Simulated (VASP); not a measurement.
Write the native input for VASP 6.6.1 that does the following.

```
Task                   : relaxation of cell and atoms
Functional             : PBE
Potentials or basis    : VASP PAW PBE potentials, release 64 (Sn_d)
Cutoff                 : 600 eV
k mesh                 : 16 × 16 × 16
Occupations            : gaussian, width 0.1 eV
Spin                   : no spin polarisation
Target pressure        : 10.9 GPa
Dipole correction      : no
Further INCAR settings : ALGO = Fast; EDIFF = 1e-06; IBRION = 2; EDIFFG = -0.002; NSW = 100; ISIF = 3
```

The structure of Sn lies in POSCAR:

```
Sn
1.0
   -2.8245721756      2.8245721756      1.5223375949
    2.8245721756     -2.8245721756      1.5223375949
    2.8245721756      2.8245721756     -1.5223375949
Sn
2
Direct
    0.0000000000      0.0000000000      0.0000000000
    0.7500000000      0.2500000000      0.5000000000
```

These files were run (other wordings do the same):

INCAR

```
ALGO = Fast
EDIFF = 1E-6
EDIFFG = -0.002
ENCUT = 600
GGA = PE
IBRION = 2
ISIF = 3
ISMEAR = 0
LASPH = T
LCHARG = F
LREAL = F
LWAVE = F
NELM = 80
NSW = 100
PREC = Accurate
PSTRESS = 109.0
SIGMA = 0.1
```

KPOINTS

```
k-points
0
Gamma
  16 16 16
```

Potentials or basis: VASP PAW PBE potentials, release 64 (Sn_d).

The run is started by

```console
$ cat potpaw_PBE.64/Sn_d/POTCAR > POTCAR
$ mpirun -np 1 vasp_std > vasp.out
```

It gave:

```
Relaxed volume                                             : 24.27 Å³/atom
Relaxed cell                                               : a = 4.274 Å, b = 4.274 Å, c = 4.274 Å, α = 97.29°, β = 97.29°, γ = 138.28°
Space group after relaxing (to 0.1 Å)                      : I4_1/amd (No. 141)
Energy change on relaxing (the run minimises the enthalpy) : +1.1 meV/atom
Ionic steps                                                : 5
Pressure after relaxing                                    : 10.9 GPa
Band gap on the k mesh                                     : zero (bands 14 and 15 overlap by 4.91 eV)
```

Caveat: the cell is relaxed towards a set pressure, so the run minimises the enthalpy, not the energy; spin-orbit coupling is left out, which moves the levels of the heavy elements.

It took 6.3 min on 1 thread of Intel(R) Xeon(R) Platinum 8559C (Emerald Rapids), on a shared host, peak memory 0.45 GiB.
